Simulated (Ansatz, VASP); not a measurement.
# One calculation of ZrC, two programs

Contents of INCAR:

```
SYSTEM = ZrC
ALGO = Normal
EDIFF = 1E-6
ENCUT = 520
GGA = PS
ISIF = 2
ISMEAR = -1
LASPH = .TRUE.
LCHARG = .FALSE.
LREAL = .FALSE.
LWAVE = .FALSE.
NBANDS = 15
NELM = 60
PREC = Accurate
SIGMA = 0.05
```

File KPOINTS:

```
k-points
0
G
  15 15 15
  0 0 0
```

The input POSCAR:

```
ZrC
1.0
    0.0000000000      2.3184465117      2.3184465117
    2.3184465117      0.0000000000      2.3184465117
    2.3184465117      2.3184465117      0.0000000000
Zr C
1 1
Direct
    0.5000000000      0.5000000000      0.5000000000
    0.0000000000      0.0000000000      0.0000000000
```

Input for Ansatz:

```yaml
crystal:
  lattice:
    - [0.0, 2.3184465117, 2.3184465117]
    - [2.3184465117, 0.0, 2.3184465117]
    - [2.3184465117, 2.3184465117, 0.0]
  atoms:
    - { symbol: Zr, position: [0.5, 0.5, 0.5] }
    - { symbol: C, position: [0.0, 0.0, 0.0] }
kpoints:
  mp_grid: { grid: [15, 15, 15] }
scf:
  occupations: { method: fermi_dirac, width: 0.05 }
hamiltonian:
  xc: pbesol
  pseudopotentials: { kind: all_electron, lapw: { basis_error: 0.0005 } }
output:
  forces: true
  stress: true
  eigenvalues: true
```

Change from the starting cell: functional pbesol, volume scaled by 0.96.

Alike in both runs: task single point; functional PBEsol; k mesh 15 × 15 × 15; occupations fermi-dirac, width 0.05 eV; no spin polarisation.

```csv
,VASP,Ansatz
version,VASP 6.6.1,Ansatz 0.2.0
potentials or method,"VASP PAW PBE potentials, release 64 (Zr_sv, C), cutoff 520 eV","all-electron LAPW, scalar-relativistic"
```

VASP gave:

```
pressure (GPa) : 5.5
```

Problem. What did Ansatz give for the same quantities?

Solution. Pressure (GPa): 5.1.

VASP's potentials were made for PBE, not for PBEsol. Ansatz ran all-electron here, and VASP with PAW potentials.
